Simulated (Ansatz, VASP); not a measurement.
**Hf in VASP and in Ansatz**

```
Hf
1.0
     0.00000    2.17889    2.17889
     2.17889    0.00000    2.17889
     2.17889    2.17889    0.00000
Hf
1
Direct
  0.00000 0.00000 0.00000
```

Alike in both runs: functional LDA; k mesh 5 × 5 × 5; no spin polarisation.

Ansatz relaxed the structure, and its values are those at the end. VASP's run is a single point on that final structure, the one shown.

```csv
,VASP,Ansatz
version,VASP 6.6.1,Ansatz 0.2.0
potentials or method,"VASP PAW LDA potentials, release 64 (Hf_pv)","plane waves, PAW"
plane-wave cutoff (eV),520,420
occupations,"fermi-dirac, width 0.1 eV",fermi-dirac
valence electrons in the cell,10,26
```

VASP gave:

```
pressure (GPa) : 0.1
```

What did Ansatz give for the same quantities?

Pressure (GPa): 0.0.

LDA's correlation is that of Perdew and Zunger in VASP and of Perdew and Wang (1992) in Ansatz. VASP's potentials hold 10 valence electrons a cell and Ansatz's 26, so a difference there can come from the potentials and not from the codes.

The k mesh is coarse, so the values compare programs but aren't converged. Spin-orbit coupling is off throughout.
